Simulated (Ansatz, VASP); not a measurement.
Two plane-wave programs on AlNi

Contents of INCAR:

```
SYSTEM = AlNi
ALGO = Fast ; EDIFF = 1E-6
ENCUT = 520 ; GGA = PS
ISIF = 2 ; ISMEAR = 0
LASPH = .True. ; LCHARG = .True.
LELF = .True. ; LREAL = .False.
LVHAR = .True. ; LWAVE = .False.
NBANDS = 14 ; NELM = 80
PREC = Accurate ; SIGMA = 0.15
```

File KPOINTS:

```
k-points
0
Gamma
  16 16 16
  0 0 0
```

POSCAR

```
AlNi
1.0
    2.0211996424     -2.0211459319      0.0000000000
    2.0211996424      2.0211459319      0.0000000000
    0.0000000000      0.0000000000      2.7924000000
Al Ni
1 1
Direct
    0.0000000000      0.0000000000      0.0000000000
    0.5000000000      0.5000000000      0.5000000000
```

Input for Ansatz:

```yaml
crystal:
  lattice:
    - [2.0211996424, -2.0211459319, 0.0]
    - [2.0211996424, 2.0211459319, 0.0]
    - [0.0, 0.0, 2.7924]
  atoms:
    - { symbol: Al, position: [0.0, 0.0, 0.0] }
    - { symbol: Ni, position: [0.5, 0.5, 0.5] }
basis:
  ecutwfc: 520.0
kpoints:
  mp_grid: { grid: [16, 16, 16] }
hamiltonian:
  xc: pbesol
  pseudopotentials: { kind: paw, azcp: { folder: soft_1 } }
scf:
  occupations: { method: gaussian, width: 0.15 }
output:
  forces: true
  stress: true
  eigenvalues: true
```

Alike in both runs: task single point; functional PBEsol; k mesh 16 × 16 × 16; occupations gaussian, width 0.15 eV; no spin polarisation.

|  | VASP | Ansatz |
| --- | --- | --- |
| version | VASP 6.6.1 | Ansatz 0.2.0 |
| potentials or method | VASP PAW PBE potentials, release 64 (Al, Ni), cutoff 520 eV | scalar-relativistic, plane waves, PAW |
| valence electrons in the cell | 13 | 21 |

Ansatz gave:

- gap on the k mesh at the Fermi level (eV): none
- pressure (GPa): 5.0
- traceless stress, the component that is largest in VASP (GPa): 1.64

**Question.** Which values does VASP return?

**Answer.** gap on the k mesh at the Fermi level (eV): none; pressure (GPa): 5.3; traceless stress, the component that is largest in VASP (GPa): 1.69.

VASP's potentials were made for PBE, not for PBEsol, and Ansatz warns of the same on its side. A gap of «none» marks a metal or a gap that the smearing closes. The functional is the same, so the differences come from potentials, cutoffs and numerics. VASP's potentials hold 13 valence electrons a cell and Ansatz's 21, so a difference there can come from the potentials and not from the codes. Ansatz's warnings: near symmetry operations not taken.
